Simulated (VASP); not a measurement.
# TaW2 (P-3m1) in VASP: notebook

Runs on TaW2. Level: PBE. Tasks: single point.

Program: VASP 6.6.1. These are calculated values, not measurements. Logs are shortened: lines on timing, memory, paths and dates and some standing lists are left out, and cuts for length are marked.

### Step 1. The cell of the first run

It takes space group P-3m1 (No. 164, trigonal). Conventional cell: a = 3.177 Å, b = 3.177 Å, c = 4.952 Å, α = 90.00°, β = 90.00°, γ = 120.00°. Within 2.9 Å of Ta (site symmetry -3m) lie 6 W at 2.23 Å. Within 2.9 Å of W (site symmetry 3m) lie 3 Ta at 2.23 Å.

The cell was generated, and may not be a known phase.

### Step 2. Single point, PBE

File INCAR:

```
PREC = Accurate
ENCUT = 520
EDIFF = 1E-6
ISMEAR = 0
SIGMA = 0.1
LREAL = False
LASPH = True
NELM = 60
ALGO = Fast
ISIF = 2
LWAVE = False
LCHARG = True
GGA = PE
LELF = True
LVHAR = True
NBANDS = 26
```

File KPOINTS:

```
regular mesh
0
Gamma
  6 6 4
```

File POSCAR:

```
TaW2
1.0
    3.1772150500      0.0000000000      0.0000000000
   -1.5886075300      2.7515489500      0.0000000000
    0.0000000000      0.0000000000      4.9517320900
Ta W
1 2
Direct
    0.0000000000      0.0000000000      0.5000000000
    0.3333333300      0.6666666700      0.2451610000
    0.6666666700      0.3333333300      0.7548390000
```

Potentials or basis: VASP PAW PBE potentials, release 64 (Ta_pv, W_sv).

The run is started by

```sh
> cat potpaw_PBE.64/Ta_pv/POTCAR potpaw_PBE.64/W_sv/POTCAR > POTCAR
> mpirun -np 1 vasp_std > vasp.out
```

OUTCAR:

```text
PREC = Accurate
   ENCUT = 520
   EDIFF = 1E-6
   ISMEAR = 0
   LREAL = False
   LASPH = True
   NELM = 60
   ISIF = 2
   GGA = PE

 ion  position               nearest neighbor table
   1  0.000  0.000  0.500-   2 2.23   3 2.23   3 2.23   2 2.23   3 2.23   2 2.23
   2  0.333  0.667  0.245-   1 2.23   1 2.23   1 2.23   3 3.04   3 3.04   3 3.04   3 3.12   3 3.12
                             3 3.12
   3  0.667  0.333  0.755-   1 2.23   1 2.23   1 2.23   2 3.04   2 3.04   2 3.04   2 3.12   2 3.12
                             2 3.12

  LATTYP: Found a hexagonal cell.
 ALAT       =     3.1772150500
 C/A-ratio  =     1.5585133559

  Lattice vectors:

 A1 = (   3.1772150500,   0.0000000000,   0.0000000000)
 A2 = (  -1.5886075300,   2.7515489500,   0.0000000000)
 A3 = (   0.0000000000,   0.0000000000,   4.9517320900)

Analysis of symmetry for initial positions (statically):
=====================================================================
 Subroutine PRICEL returns:
 Original cell was already a primitive cell.

 Routine SETGRP: Setting up the symmetry group for a
 hexagonal supercell.

 Subroutine GETGRP returns: Found 12 space group operations
 (whereof 12 operations were pure point group operations)
 out of a pool of 24 trial point group operations.

The static configuration has the point symmetry D_3d.

Analysis of symmetry for dynamics (positions and initial velocities):
=====================================================================
 Subroutine PRICEL returns:
 Original cell was already a primitive cell.

 Routine SETGRP: Setting up the symmetry group for a
 hexagonal supercell.

 Subroutine GETGRP returns: Found 12 space group operations
 (whereof 12 operations were pure point group operations)
 out of a pool of 24 trial point group operations.

The dynamic configuration has the point symmetry D_3d.

 Subroutine INISYM returns: Found 12 space group operations
 (whereof 12 operations are pure point group operations),
 and found     1 'primitive' translations

----------------------------------------------------------------------------------------

                                     Primitive cell

  volume of cell :      43.2893

  direct lattice vectors                    reciprocal lattice vectors
[... 83 lines left out ...]
   LNONCOLLINEAR =      F non collinear calculations
   LSORBIT =      F    spin-orbit coupling
   LASPH  =      T    aspherical Exc in radial PAW
   ENCUT  =  520.0 eV  38.22 Ry    6.18 a.u.   5.91  5.91  9.21*2*pi/ulx,y,z
   NELM   =     60;   NELMIN=  2; NELMDL= -5     # of ELM steps
   EDIFF  = 0.1E-05   stopping-criterion for ELM
   LREAL  =      F    real-space projection
   EDIFFG = 0.1E-04   stopping-criterion for IOM
   NSW    =      0    number of steps for IOM
   IBRION =     -1    ionic relax: 0-MD 1-quasi-New 2-CG
   NFREE  =      0    steps in history (QN), initial steepest desc. (CG)
   ISIF   =      2    stress and relaxation
   ISYM   =      2    0-nonsym 1-usesym 2-fastsym
   POTIM  = 0.5000    time-step for ionic-motion
   TEBEG  =    0.0;   TEEND  =   0.0 temperature during run
   PSTRESS=    0.0 pullay stress
   NELECT =      39.0000    total number of electrons
   NUPDOWN=      -1.0000    fix difference up-down
   EMIN   =  10.00;   EMAX   =-10.00  energy-range for DOS
   EFERMI =   0.00;   METHOD = LEGACY
   ISMEAR =     0;   SIGMA  =   0.10  broadening in eV -4-tet -1-fermi 0-gaus
   EFERMI_NEDOS =   21; number of points for ismear=-14 and -15
   IALGO  =     68    algorithm
   IMIX   =      4    mixing-type and parameters
     AMIX     =   0.40;   BMIX     =  1.00
     AMIX_MAG =   1.60;   BMIX_MAG =  1.00
  volume/ion in A,a.u.               =      14.43        97.38
  Fermi-wavevector in a.u.,A,eV,Ry     =   1.581137  2.987915 34.014465  2.499993
  Thomas-Fermi vector in A             =   2.681258
   LORBIT       =      0    0 simple, 1 ext, 2 COOP (PROOUT), +10 PAW based schemes
   GGA     = PE    functional components
   LHFCALC =     F    Hartree Fock is set to
   AEXX    =    0.0000 exact exchange contribution
   IVDW    =     0    specifies the selected vdW correction
   LEPSILON=     F    determine dielectric tensor
   LRPA    =     F    only Hartree local field effects (RPA)
 non-spin polarized calculation
 RMM-DIIS sequential band-by-band and
 Gauss-broadening in eV      SIGMA  =   0.10
  energy-cutoff  :      520.00
  volume of cell :       43.29
 maximum number of plane-waves:      1180
   NGX = 11   NGY = 11   NGZ = 19

 number of electron      38.9999994 magnetization

 Free energy of the ion-electron system (eV)
  ---------------------------------------------------
  ext. energy  EPLUGINS =         0.00000000
  ---------------------------------------------------
  free energy    TOTEN  =       -24.59618337 eV

  energy without entropy =      -24.57786664  energy(sigma->0) =      -24.58702500

 E-fermi :  10.5821     XC(G=0): -13.7722

 val. band max:       10.5315093027   @ k =   0.3333   0.1667   0.0000
 cond. band min:      10.6041704263   @ k =   0.1667   0.0000   0.0000
 fundamental gap:      0.0726611236
 Fermi energy:        10.5821195700

 k-point     1 :       0.0000    0.0000    0.0000
  band No.  band energies     occupation
      1     -62.9793      2.00000
      2     -62.9684      2.00000
      3     -27.7326      2.00000
      4     -27.6352      2.00000
      5     -27.6352      2.00000
      6     -27.5019      2.00000
[... 685 lines left out ...]
     25      16.6789      0.00000
     26      16.6992      0.00000

------------------------ aborting loop because EDIFF is reached ----------------------------------------

  FORCE on cell =-STRESS in cart. coord.  units (eV):
  Direction    XX          YY          ZZ          XY          YZ          ZX
  --------------------------------------------------------------------------------------
  -------------------------------------------------------------------------------------
  Total       36.2353267     36.2353268     41.9870740     -0.0000001      0.0000000      0.0000000
  in kB     1341.1018744   1341.1018777   1553.9791920     -0.0000024      0.0000000      0.0000000
  external PRESSURE =    1412.0609814 kB  Pullay stress =       0.0000000 kB

 VOLUME and BASIS-vectors are now :
 -----------------------------------------------------------------------------
  energy-cutoff  :      520.00
  volume of cell :       43.29
      direct lattice vectors                 reciprocal lattice vectors
     3.177215050  0.000000000  0.000000000     0.314741050  0.181715830  0.000000000
    -1.588607530  2.751548950  0.000000000     0.000000000  0.363431659  0.000000000
     0.000000000  0.000000000  4.951732090     0.000000000  0.000000000  0.201949536

 POSITION                                       TOTAL-FORCE (eV/Angst)
 -----------------------------------------------------------------------------------
      0.00000      0.00000      2.47587        -0.000000      0.000000      0.000000
     -0.00000      1.83437      1.21397         0.000000     -0.000000    -16.156456
      1.58861      0.91718      3.73776        -0.000000      0.000000     16.156456
 -----------------------------------------------------------------------------------
    total drift:                                0.000000      0.000000     -0.000000

  FREE ENERGIE OF THE ION-ELECTRON SYSTEM (eV)
  ---------------------------------------------------
  free  energy   TOTEN  =       -24.5961833685 eV

  energy  without entropy=      -24.5778666379  energy(sigma->0) =      -24.58702500
```

OSZICAR:

```text
N       E                     dE             d eps       ncg     rms          rms(c)
DAV:   1     0.462344107299E+03    0.46234E+03   -0.23758E+04  1248   0.175E+03
DAV:   2    -0.815984056807E+01   -0.47050E+03   -0.46149E+03  1348   0.531E+02
DAV:   3    -0.267553790971E+02   -0.18596E+02   -0.18166E+02  1518   0.104E+02
DAV:   4    -0.270468983961E+02   -0.29152E+00   -0.28993E+00  1404   0.127E+01
DAV:   5    -0.270505394785E+02   -0.36411E-02   -0.36391E-02  1492   0.153E+00    0.522E+01
RMM:   6    -0.248379564260E+02    0.22126E+01   -0.98462E+00  1487   0.150E+01    0.289E+01
RMM:   7    -0.246212240660E+02    0.21673E+00   -0.94870E-01  1469   0.640E+00    0.104E+01
RMM:   8    -0.245937008228E+02    0.27523E-01   -0.29066E-01  1655   0.296E+00    0.711E-01
RMM:   9    -0.245959542416E+02   -0.22534E-02   -0.61414E-02  1667   0.135E+00    0.788E-01
RMM:  10    -0.245960686649E+02   -0.11442E-03   -0.87344E-03  1645   0.613E-01    0.113E-01
RMM:  11    -0.245961700585E+02   -0.10139E-03   -0.12416E-03  1737   0.234E-01    0.420E-02
RMM:  12    -0.245961813003E+02   -0.11242E-04   -0.17204E-04  1763   0.944E-02    0.190E-02
RMM:  13    -0.245961826128E+02   -0.13125E-05   -0.29686E-05  1627   0.432E-02    0.164E-02
RMM:  14    -0.245961833685E+02   -0.75571E-06   -0.68717E-06  1329   0.224E-02
   1 F= -.24596183E+02 E0= -.24587025E+02  d E =-.183167E-01
```

stdout:

```text
POSCAR found type information on POSCAR TaW
 POSCAR found :  2 types and       3 ions
 scaLAPACK will be used
 LDA part: xc-table for (Slater+PW92), standard interpolation
 POSCAR, INCAR and KPOINTS ok, starting setup
 FFT: planning ... GRIDC
 FFT: planning ... GRID_SOFT
 FFT: planning ... GRID
 WAVECAR not read
 entering main loop
```

Wall time 24 s (1 thread of Intel Xeon Platinum 8259CL at 2.50GHz (Skylake/Cascade Lake), shared host); peak memory 0.17 GiB.

Results:

```
Free energy            : -24.5962 eV
Pressure               : 141.2 GPa
Largest force          : 16.156 eV/Å
Band gap on the k mesh : zero (an odd number of electrons rules out a gap without spin polarisation)
```

Forces on the atoms (eV/Å):
```
Ta    0.000   0.000   0.000
W     0.000   0.000 -16.156
W     0.000   0.000  16.156
```

Stress tensor (GPa, compression positive):
```
134.11   0.00   0.00
  0.00 134.11   0.00
  0.00   0.00 155.40
```

Levels at points of the mesh, in eV from the Fermi level:
```
           k point  band 16  band 17  band 18  band 19  band 20  band 21  band 22  band 23  band 24  band 25
(0.00, 0.00, 0.00)    -4.46    -4.43    -4.43    -0.75    -0.75     0.43     2.95     2.95     6.55     7.54
(0.50, 0.00, 0.00)    -2.47    -0.92    -0.86    -0.62     0.07     1.89     2.18     2.70     3.17     4.92
(0.00, 0.00, 0.50)    -4.95    -4.02    -4.02    -1.53    -0.33    -0.33     1.50     1.50     6.21     6.74
(0.50, 0.00, 0.50)    -2.46    -0.97    -0.40    -0.10     0.58     1.77     1.84     1.99     3.04     3.96
```

Caveat: the k points lie up to 0.38 Å⁻¹ apart, too coarse for converged energies and pressures of a metal; spin-orbit coupling is left out, which moves the levels of the heavy elements; forces of over 1 eV/Å act on the atoms, so gaps and moduli don't describe the material at rest.

### Step 3. Single point, PBE

This run uses another cell than the first one, of 17.22 Å³/atom.

File INCAR:

```
  PREC = Accurate
  ENCUT = 520
  EDIFF = 1E-7
  ISMEAR = 0
  SIGMA = 0.1
  LREAL = F
  LASPH = T
  NELM = 100
  ALGO = Normal
  ISIF = 2
  LWAVE = F
  LCHARG = F
  GGA = PE
  NBANDS = 26
```

File KPOINTS:

```
Automatic mesh
0
Gamma
  6 6 4
```

File POSCAR:

```
TaW2
1.0
    3.0314333906      0.0000000028      0.0000000000
   -1.5157166977      2.6252983247      0.0000000000
    0.0000000000      0.0000000000      6.4907492363
Ta W
1 2
Direct
    0.0000000000      0.0000000000      0.5000000000
    0.3333333333      0.6666666667      0.1554456458
    0.6666666667      0.3333333333      0.8445543542
```

Potentials or basis: VASP PAW PBE potentials, release 64 (Ta_pv, W_sv).

The run is started by

```sh
> cat potpaw_PBE.64/Ta_pv/POTCAR potpaw_PBE.64/W_sv/POTCAR > POTCAR
> mpirun -np 1 vasp_std > vasp.out
```

OUTCAR:

```text
PREC = Accurate
   ENCUT = 520
   EDIFF = 1E-7
   ISMEAR = 0
   LREAL = F
   LASPH = T
   NELM = 100
   ISIF = 2
   GGA = PE

 ion  position               nearest neighbor table
   1  0.000  0.000  0.500-   2 2.84   3 2.84   2 2.84   3 2.84   3 2.84   2 2.84
   2  0.333  0.667  0.155-   3 2.67   3 2.67   3 2.67   1 2.84   1 2.84   1 2.84
   3  0.667  0.333  0.845-   2 2.67   2 2.67   2 2.67   1 2.84   1 2.84   1 2.84

  LATTYP: Found a hexagonal cell.
[... 889 lines left out ...]

  FORCE on cell =-STRESS in cart. coord.  units (eV):
  Direction    XX          YY          ZZ          XY          YZ          ZX
  --------------------------------------------------------------------------------------
  -------------------------------------------------------------------------------------
  Total        0.0837067      0.0837067      0.1389985      0.0000000      0.0000000     -0.0000000
  in kB        2.5962656      2.5962656      4.3112106      0.0000000      0.0000000     -0.0000000
  external PRESSURE =       3.1679139 kB  Pullay stress =       0.0000000 kB

 VOLUME and BASIS-vectors are now :
 -----------------------------------------------------------------------------
  energy-cutoff  :      520.00
  volume of cell :       51.66
      direct lattice vectors                 reciprocal lattice vectors
     3.031433391  0.000000003  0.000000000     0.329876949  0.190454546  0.000000000
    -1.515716698  2.625298325  0.000000000    -0.000000000  0.380909091  0.000000000
     0.000000000  0.000000000  6.490749236     0.000000000  0.000000000  0.154065419

 POSITION                                       TOTAL-FORCE (eV/Angst)
 -----------------------------------------------------------------------------------
      0.00000      0.00000      3.24537        -0.000000     -0.000000      0.000000
     -0.00000      1.75020      1.00896         0.000000     -0.000000      0.020980
      1.51572      0.87510      5.48179        -0.000000      0.000000     -0.020980
 -----------------------------------------------------------------------------------
    total drift:                               -0.000000      0.000000     -0.000000

  FREE ENERGIE OF THE ION-ELECTRON SYSTEM (eV)
  ---------------------------------------------------
  free  energy   TOTEN  =       -36.7525685269 eV

  energy  without entropy=      -36.7459451134  energy(sigma->0) =      -36.74925682
```

Wall time 27 s (1 thread of Intel Xeon Platinum 8259CL at 2.50GHz (Skylake/Cascade Lake), shared host); peak memory 0.18 GiB.

What came out:

```yaml
Free_energy: -36.7526 eV
Pressure: 0.3 GPa
Largest_force: 0.021 eV/Å
Band_gap_on_the_k_mesh: zero (an odd number of electrons rules out a gap without spin polarisation)
```

Forces on the atoms (eV/Å):
```
Ta   0.000  0.000  0.000
W    0.000  0.000  0.021
W    0.000  0.000 -0.021
```

Stress tensor (GPa, compression positive):
```
0.26 0.00 0.00
0.00 0.26 0.00
0.00 0.00 0.43
```

Levels at points of the mesh, in eV from the Fermi level:
```csv
k point,band 17,band 18,band 19,band 20,band 21,band 22
"(0.00, 0.00, 0.00)",-1.02,-1.02,-0.74,-0.02,-0.02,0.31
"(0.50, 0.00, 0.00)",-1.41,-0.92,-0.35,-0.16,0.23,2.99
"(0.00, 0.00, 0.50)",-0.97,-0.97,-0.16,0.08,0.20,0.20
"(0.50, 0.00, 0.50)",-1.64,-0.01,0.35,0.61,1.02,2.77
```

Caveat: the k points lie up to 0.40 Å⁻¹ apart, too coarse for converged energies and pressures of a metal; spin-orbit coupling is left out, which moves the levels of the heavy elements.

[end of part 1 of 2]

The gap in the log of VASP goes by the Fermi energy; the results here count the filled bands.